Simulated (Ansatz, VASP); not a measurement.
## One calculation of PIr, two programs

The input POSCAR:

```
PIr
1.0
    0.0000000000      2.4934913114      2.4934913114
    2.4934913114      0.0000000000      2.4934913114
    2.4934913114      2.4934913114      0.0000000000
Ir P
1 1
Direct
    0.5000000000      0.5000000000      0.5000000000
    0.0000000000      0.0000000000      0.0000000000
```

Contents of INCAR.step1:

```
SYSTEM = PIr
  ALGO = Normal
  EDIFF = 1E-4
  ENCUT = 520
  GGA = PE
  GGA_COMPAT = .FALSE.
  ISMEAR = 0
  LASPH = .TRUE.
  LCHARG = .FALSE.
  LMAXMIX = 4
  LREAL = .FALSE.
  LSORBIT = .TRUE.
  LWAVE = .TRUE.
  MAGMOM = 0 0 0 0 0 0
  NBANDS = 26
  NELM = 150
  PREC = Accurate
  SIGMA = 0.05
```

Contents of INCAR.step2:

```
SYSTEM = PIr
  ALGO = Normal
  EDIFF = 1E-6
  ENCUT = 520
  GGA_COMPAT = .FALSE.
  ISIF = 2
  ISMEAR = 0
  ISTART = 1
  LASPH = .TRUE.
  LCHARG = .FALSE.
  LMAXMIX = 4
  LMIXTAU = .TRUE.
  LORBIT = 11
  LORBMOM = .TRUE.
  LREAL = .FALSE.
  LSORBIT = .TRUE.
  LWAVE = .FALSE.
  MAGMOM = 0 0 0 0 0 0
  METAGGA = R2SCAN
  NBANDS = 26
  NELM = 150
  PREC = Accurate
  SIGMA = 0.05
```

KPOINTS

```
k-points
0
G
  6 6 6
  0 0 0
```

Input for Ansatz:

```yaml
crystal:
  lattice:
    - [0.0, 2.4934913114, 2.4934913114]
    - [2.4934913114, 0.0, 2.4934913114]
    - [2.4934913114, 2.4934913114, 0.0]
  atoms:
    - { symbol: Ir, position: [0.5, 0.5, 0.5] }
    - { symbol: P, position: [0.0, 0.0, 0.0] }
basis:
  ecutwfc: 500
  ecutrho_ratio: 4
kpoints:
  mp_grid: { grid: [6, 6, 6] }
hamiltonian:
  xc: r2scan
scf:
  occupations: { method: gaussian, width: 0.05 }
output:
  forces: true
  stress: true
  eigenvalues: true
  populations: true
  topological_invariants: true
magnetization:
  noncollinear: true
  spin_orbit: true
```

Alike in both runs: task single point; functional r2SCAN; k mesh 6 × 6 × 6; occupations gaussian, width 0.05 eV; non-collinear spin, spin-orbit coupling.

|  | VASP | Ansatz |
| --- | --- | --- |
| version | VASP 6.6.1 | Ansatz 0.2.0 |
| potentials or method | VASP PAW PBE potentials, release 64 (Ir, P), cutoff 520 eV | plane waves, PAW |
| valence electrons in the cell | 14 | 22 |

VASP gave:

* pressure (GPa): -7.4

Q: Which values does Ansatz return?

A: Pressure (GPa): -8.3.

VASP's potentials were made for PBE, not for r2SCAN. VASP's potentials hold 14 valence electrons a cell and Ansatz's 22, so a difference there can come from the potentials and not from the codes.

The k mesh is coarse, so the values compare programs but aren't converged.
